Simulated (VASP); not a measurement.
# Sr (Fm-3m) in VASP: a series of runs

Runs on Sr. Level: r2SCAN. Tasks: single point.

All numbers are computed with VASP 6.6.1; they aren't measurements. Logs are shortened: lines on timing, memory, paths and dates and some standing lists are left out, and cuts for length are marked.

**1. The cell of the first run**

Symmetry: Fm-3m, No. 225, cubic system. Conventional cell: a = 6.104 Å, b = 6.104 Å, c = 6.104 Å, α = 90.00°, β = 90.00°, γ = 90.00°. Sr (site symmetry m-3m) has 12 Sr at 4.32 Å within 5.7 Å.

**2. Single point, r2SCAN**

The input, POSCAR:

```
Sr
1.0
    0.0000000000      3.0521104090      3.0521104090
    3.0521104090      0.0000000000      3.0521104090
    3.0521104090      3.0521104090      0.0000000000
Sr
1
Direct
    0.0000000000      0.0000000000      0.0000000000
```

The input, INCAR.step1:

```
SYSTEM = Sr
PREC     = Accurate       ! precision mode
ENCUT    = 520            ! plane-wave cutoff, eV
ISMEAR   = 0              ! smearing method
SIGMA    = 0.1            ! smearing width, eV
LREAL    = .False.        ! projectors in reciprocal space
LASPH    = .True.         ! aspherical terms in the spheres
NELM     = 80             ! most SCF steps
NBANDS   = 11             ! bands
GGA      = PE             ! functional
ALGO     = Normal         ! electronic algorithm
EDIFF    = 1E-4           ! SCF threshold, eV
LWAVE    = .True.         ! write WAVECAR
LCHARG   = .False.        ! write CHGCAR
```

The input, INCAR.step2:

```
SYSTEM = Sr
PREC     = Accurate       ! precision mode
ENCUT    = 520            ! plane-wave cutoff, eV
EDIFF    = 1E-6           ! SCF threshold, eV
ISMEAR   = 0              ! smearing method
SIGMA    = 0.1            ! smearing width, eV
LREAL    = .False.        ! projectors in reciprocal space
LASPH    = .True.         ! aspherical terms in the spheres
NELM     = 80             ! most SCF steps
ALGO     = Normal         ! electronic algorithm
ISIF     = 2              ! what is computed and relaxed
LWAVE    = .False.        ! write WAVECAR
LCHARG   = .False.        ! write CHGCAR
METAGGA  = R2SCAN         ! meta-GGA
LMIXTAU  = .True.       
NBANDS   = 11             ! bands
ISTART   = 1
```

The input, KPOINTS:

```
Automatic mesh
0
Gamma
  9 9 9
  0 0 0
```

Potentials or basis: VASP PAW PBE potentials, release 64 (Sr_sv).

The run is started by

```bash
> cat potpaw_PBE.64/Sr_sv/POTCAR > POTCAR
> cp INCAR.step1 INCAR
> mpirun -np 1 vasp_std > vasp.out
> cp INCAR.step2 INCAR
> mpirun -np 1 vasp_std > vasp.out
```

OUTCAR:

```text
SYSTEM = Sr
   PREC = Accurate
   ENCUT = 520
   EDIFF = 1E-6
   ISMEAR = 0
   LREAL = .False.
   LASPH = .True.
   NELM = 80
   ISIF = 2
   METAGGA = R2SCAN
   ISTART = 1

 ion  position               nearest neighbor table
   1  0.000  0.000  0.000-

  LATTYP: Found a face centered cubic cell.
 ALAT       =     6.1042208180

  Lattice vectors:

 A1 = (   0.0000000000,   3.0521104090,   3.0521104090)
 A2 = (   3.0521104090,   0.0000000000,   3.0521104090)
 A3 = (   3.0521104090,   3.0521104090,   0.0000000000)

Analysis of symmetry for initial positions (statically):
=====================================================================
 Subroutine PRICEL returns:
 Original cell was already a primitive cell.

 Routine SETGRP: Setting up the symmetry group for a
 face centered cubic supercell.

 Subroutine GETGRP returns: Found 48 space group operations
 (whereof 48 operations were pure point group operations)
 out of a pool of 48 trial point group operations.

The static configuration has the point symmetry O_h .

Analysis of symmetry for dynamics (positions and initial velocities):
=====================================================================
 Subroutine PRICEL returns:
 Original cell was already a primitive cell.

 Routine SETGRP: Setting up the symmetry group for a
 face centered cubic supercell.

 Subroutine GETGRP returns: Found 48 space group operations
 (whereof 48 operations were pure point group operations)
 out of a pool of 48 trial point group operations.

The dynamic configuration has the point symmetry O_h .

 Subroutine INISYM returns: Found 48 space group operations
 (whereof 48 operations are pure point group operations),
 and found     1 'primitive' translations

----------------------------------------------------------------------------------------

                                     Primitive cell

  volume of cell :      56.8631

  direct lattice vectors                    reciprocal lattice vectors
     0.000000000  3.052110409  3.052110409    -0.163821072  0.163821072  0.163821072
     3.052110409  0.000000000  3.052110409     0.163821072 -0.163821072  0.163821072
     3.052110409  3.052110409  0.000000000     0.163821072  0.163821072 -0.163821072

  length of vectors
     4.316335934  4.316335934  4.316335934     0.283746421  0.283746421  0.283746421

  position of ions in fractional coordinates (direct lattice)
     0.000000000  0.000000000  0.000000000

  ion indices of the primitive-cell ions
   primitive index   ion index
                 1           1

----------------------------------------------------------------------------------------

 KPOINTS: Automatic mesh

Automatic generation of k-mesh.
 Grid dimensions read from file:
 generate k-points for:    9    9    9

 Generating k-lattice:

  Cartesian coordinates                     Fractional coordinates (reciprocal lattice)
    -0.018202341  0.018202341  0.018202341     0.111111111  0.000000000  0.000000000
     0.018202341 -0.018202341  0.018202341     0.000000000  0.111111111  0.000000000
     0.018202341  0.018202341 -0.018202341     0.000000000  0.000000000  0.111111111

  Length of vectors
     0.031527380  0.031527380  0.031527380

  Shift w.r.t. Gamma in fractional coordinates (k-lattice)
     0.000000000  0.000000000  0.000000000

 Subroutine IBZKPT returns following result:
 ===========================================

 Found     35 irreducible k-points:

 Following reciprocal coordinates:
            Coordinates               Weight
  0.000000  0.000000  0.000000      1.000000
  0.111111  0.000000  0.000000      8.000000
  0.222222  0.000000  0.000000      8.000000
  0.333333  0.000000  0.000000      8.000000
  0.444444  0.000000  0.000000      8.000000
  0.111111  0.111111  0.000000      6.000000
[... 16 lines left out ...]
 -0.333333  0.333333  0.000000     12.000000
  0.444444  0.444444  0.000000      6.000000
 [... further k-points ...]
   k-points           NKPTS =     35   k-points in BZ     NKDIM =     35   number of bands    NBANDS=     11
   number of dos      NEDOS =    301   number of ions     NIONS =      1
   total plane-waves  NPLWV =  32768
   dimension x,y,z NGX =    32 NGY =   32 NGZ =   32
   dimension x,y,z NGXF=    64 NGYF=   64 NGZF=   64
   ions per type =               1
   NGX,Y,Z   is equivalent  to a cutoff of  12.32, 12.32, 12.32 a.u.
   NGXF,Y,Z  is equivalent  to a cutoff of  24.65, 24.65, 24.65 a.u.
 SYSTEM =  Sr
   PREC   = accura    normal or accurate (medium, high low for compatibility)
   ISTART =      1    job   : 0-new  1-cont  2-samecut
   ICHARG =      0    charge: 1-file 2-atom 10-const
   ISPIN  =      1    spin polarized calculation?
   LNONCOLLINEAR =      F non collinear calculations
   LSORBIT =      F    spin-orbit coupling
   LASPH  =      T    aspherical Exc in radial PAW
   ENCUT  =  520.0 eV  38.22 Ry    6.18 a.u.   8.03  8.03  8.03*2*pi/ulx,y,z
   NELM   =     80;   NELMIN=  2; NELMDL=  0     # of ELM steps
   EDIFF  = 0.1E-05   stopping-criterion for ELM
   LREAL  =      F    real-space projection
   EDIFFG = 0.1E-04   stopping-criterion for IOM
   NSW    =      0    number of steps for IOM
   IBRION =     -1    ionic relax: 0-MD 1-quasi-New 2-CG
   NFREE  =      0    steps in history (QN), initial steepest desc. (CG)
   ISIF   =      2    stress and relaxation
   ISYM   =      2    0-nonsym 1-usesym 2-fastsym
   POTIM  = 0.5000    time-step for ionic-motion
   TEBEG  =    0.0;   TEEND  =   0.0 temperature during run
   PSTRESS=    0.0 pullay stress
   NELECT =      10.0000    total number of electrons
   NUPDOWN=      -1.0000    fix difference up-down
   EMIN   =  10.00;   EMAX   =-10.00  energy-range for DOS
   EFERMI =   0.00;   METHOD = LEGACY
   ISMEAR =     0;   SIGMA  =   0.10  broadening in eV -4-tet -1-fermi 0-gaus
   EFERMI_NEDOS =   21; number of points for ismear=-14 and -15
   IALGO  =     38    algorithm
   IMIX   =      4    mixing-type and parameters
     AMIX     =   0.40;   BMIX     =  1.00
     AMIX_MAG =   1.60;   BMIX_MAG =  1.00
  volume/ion in A,a.u.               =      56.86       383.73
  Fermi-wavevector in a.u.,A,eV,Ry     =   0.917201  1.733259 11.446009  0.841258
  Thomas-Fermi vector in A             =   2.042143
   LORBIT       =      0    0 simple, 1 ext, 2 COOP (PROOUT), +10 PAW based schemes
   METAGGA = R2SCAN    functional components
   LHFCALC =     F    Hartree Fock is set to
   AEXX    =    0.0000 exact exchange contribution
   IVDW    =     0    specifies the selected vdW correction
   LEPSILON=     F    determine dielectric tensor
   LRPA    =     F    only Hartree local field effects (RPA)
 non-spin polarized calculation
 Gauss-broadening in eV      SIGMA  =   0.10
  energy-cutoff  :      520.00
  volume of cell :       56.86
 maximum number of plane-waves:      1550
   NGX = 17   NGY = 17   NGZ = 17

 number of electron      10.0000000 magnetization

 Free energy of the ion-electron system (eV)
  ---------------------------------------------------
  ext. energy  EPLUGINS =         0.00000000
  ---------------------------------------------------
  free energy    TOTEN  =       -15.09935516 eV

  energy without entropy =      -15.08982148  energy(sigma->0) =      -15.09458832

 E-fermi :   1.4688     XC(G=0):  -7.6860

 val. band max:        1.4570012402   @ k =  -0.3333   0.4444   0.2222
 cond. band min:       1.4783084063   @ k =  -0.4444   0.2222   0.0000
 fundamental gap:      0.0213071661
 Fermi energy:         1.4687602858

 k-point     1 :       0.0000    0.0000    0.0000
  band No.  band energies     occupation
      1     -36.5970      2.00000
      2     -17.8607      2.00000
      3     -17.8607      2.00000
      4     -17.8607      2.00000
      5      -2.2916      2.00000
      6       4.1560      0.00000
      7       4.1560      0.00000
      8       4.1560      0.00000
      9       5.6518      0.00000
     10       5.6518      0.00000
     11       8.9113      0.00000

 k-point     2 :       0.1111    0.0000    0.0000
  band No.  band energies     occupation
      1     -36.5955      2.00000
      2     -17.8824      2.00000
      3     -17.8635      2.00000
      4     -17.8635      2.00000
      5      -2.0897      2.00000
      6       3.8230      0.00000
      7       4.2442      0.00000
      8       4.2442      0.00000
      9       5.5319      0.00000
     10       5.5319      0.00000
     11       9.4137      0.00000

 k-point     3 :       0.2222    0.0000    0.0000
  band No.  band energies     occupation
      1     -36.5916      2.00000
      2     -17.9370      2.00000
      3     -17.8708      2.00000
      4     -17.8708      2.00000
      5      -1.5152      2.00000
      6       3.1207      0.00000
      7       4.3210      0.00000
      8       4.3210      0.00000
      9       5.5121      0.00000
     10       5.5121      0.00000
     11       8.8932      0.00000

 k-point     4 :       0.3333    0.0000    0.0000
  band No.  band energies     occupation
      1     -36.5873      2.00000
      2     -17.9979      2.00000
      3     -17.8791      2.00000
      4     -17.8791      2.00000
      5      -0.6679      2.00000
      6       2.3518      0.00000
      7       4.1510      0.00000
      8       4.1510      0.00000
      9       5.9957      0.00000
     10       5.9957      0.00000
     11       8.0547      0.00000
[... 239 lines left out ...]
 k-point    22 :      -0.4444    0.3333    0.0000
  band No.  band energies     occupation
      1     -36.5804      2.00000
      2     -18.0090      2.00000
      3     -17.9523      2.00000
      4     -17.9138      2.00000
      5       1.1902      1.99992
      6       1.8722      0.00000
      7       2.4968      0.00000
      8       5.2024      0.00000
      9       5.9081      0.00000
     10       6.7015      0.00000
     11       7.4151      0.00000

 k-point    23 :      -0.3333    0.3333    0.0000
  band No.  band energies     occupation
      1     -36.5808      2.00000
      2     -17.9829      2.00000
      3     -17.9817      2.00000
      4     -17.9038      2.00000
      5       1.2971      1.98479
      6       1.9642      0.00000
      7       2.2976      0.00000
      8       4.8658      0.00000
      9       5.9422      0.00000
     10       6.1904      0.00000
     11       8.3233      0.00000

 k-point    24 :       0.4444    0.4444    0.0000
  band No.  band energies     occupation
      1     -36.5803      2.00000
      2     -18.0267      2.00000
      3     -17.9244      2.00000
      4     -17.9244      2.00000
      5       0.7642      2.00000
      6       2.0516      0.00000
      7       2.5463      0.00000
      8       6.3878      0.00000
      9       6.3878      0.00000
     10       6.6563      0.00000
     11       7.7288      0.00000

 [... further k-points ...]
[... 5 lines left out ...]
  --------------------------------------------------------------------------------------
  -------------------------------------------------------------------------------------
  Total       -0.0055034     -0.0055034     -0.0055034      0.0000000     -0.0000000      0.0000000
  in kB       -0.1550648     -0.1550648     -0.1550648      0.0000000     -0.0000000      0.0000000
  external PRESSURE =      -0.1550648 kB  Pullay stress =       0.0000000 kB

 VOLUME and BASIS-vectors are now :
 -----------------------------------------------------------------------------
  energy-cutoff  :      520.00
  volume of cell :       56.86
      direct lattice vectors                 reciprocal lattice vectors
     0.000000000  3.052110409  3.052110409    -0.163821072  0.163821072  0.163821072
     3.052110409  0.000000000  3.052110409     0.163821072 -0.163821072  0.163821072
     3.052110409  3.052110409  0.000000000     0.163821072  0.163821072 -0.163821072

 POSITION                                       TOTAL-FORCE (eV/Angst)
 -----------------------------------------------------------------------------------
      0.00000      0.00000      0.00000        -0.000000     -0.000000     -0.000000
 -----------------------------------------------------------------------------------
    total drift:                                0.000000      0.000000      0.000000

  FREE ENERGIE OF THE ION-ELECTRON SYSTEM (eV)
  ---------------------------------------------------
  free  energy   TOTEN  =       -15.0993551603 eV

  energy  without entropy=      -15.0898214761  energy(sigma->0) =      -15.09458832
```

It took 42 s on 1 thread of Intel Xeon Platinum 8488C (Sapphire Rapids), shared host; peak memory 0.19 GiB.

What came out:

```yaml
Free_energy: -15.0994 eV
Pressure: 0.0 GPa
Band_gap_on_the_k_mesh: zero (band 5 reaches 1.46 eV, above the bottom of band 6 at 1.45 eV)
```

Levels at points of the mesh, in eV from the Fermi level:
```csv
k point,band 2,band 3,band 4,band 5,band 6,band 7,band 8,band 9
"(0.00, 0.00, 0.00)",-19.33,-19.33,-19.33,-3.76,2.69,2.69,2.69,4.18
```

Caveat: the PAW data sets were made with another functional, which shifts forces and pressure a little.

[end of part 1 of 3]
